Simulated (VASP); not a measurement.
Wanted: the native input for a VASP 6.6.1 run.

```yaml
Task: electric field gradients
Functional: PBE
Potentials_or_basis: VASP PAW PBE potentials, release 64 (Ba_sv, S)
Cutoff: 520 eV
k_mesh: 7 × 7 × 7
Occupations: fermi-dirac, width 0.01 eV
Spin: no spin polarisation
Dipole_correction: no
Further_INCAR_settings: ALGO = Normal; EDIFF = 1e-08; NBANDS = 15
```

The structure of BaS lies in POSCAR:

```
BaS
1.0
    0.0000000000      3.1614876932      3.1614876932
    3.1614876932      0.0000000000      3.1614876932
    3.1614876932      3.1614876932      0.0000000000
Ba S
1 1
Direct
    0.0000000000      0.0000000000      0.0000000000
    0.5000000000      0.5000000000      0.5000000000
```

These files were run (other wordings do the same):

INCAR

```
ALGO = Normal
EDIFF = 1E-8
ENCUT = 520
GGA = PE
ISIF = 2
ISMEAR = -1
LASPH = True
LCHARG = False
LEFG = True
LREAL = False
LWAVE = False
NBANDS = 15
NELM = 100
PREC = Accurate
SIGMA = 0.01
```

KPOINTS

```
k-points
0
Gamma
  7 7 7
```

Potentials or basis: VASP PAW PBE potentials, release 64 (Ba_sv, S).

Launch:

```bash
$ cat potpaw_PBE.64/Ba_sv/POTCAR potpaw_PBE.64/S/POTCAR > POTCAR
$ mpirun -np 1 vasp_std > vasp.out
```

It gave:

```yaml
Pressure: 3.0 GPa
Band_gap_on_the_k_mesh: 2.11 eV (least direct gap 2.24 eV)
Largest_electric_field_gradient_by_atom: zero within the noise of the run
```

Caveat: spin-orbit coupling is left out, which moves the levels of the heavy elements; an odd mesh through Γ misses points on the zone boundary, where band edges can lie.

It took 16 s on 1 thread of Intel(R) Xeon(R) Platinum 8488C (Sapphire Rapids), with other jobs on the host, peak memory 0.2 GiB.
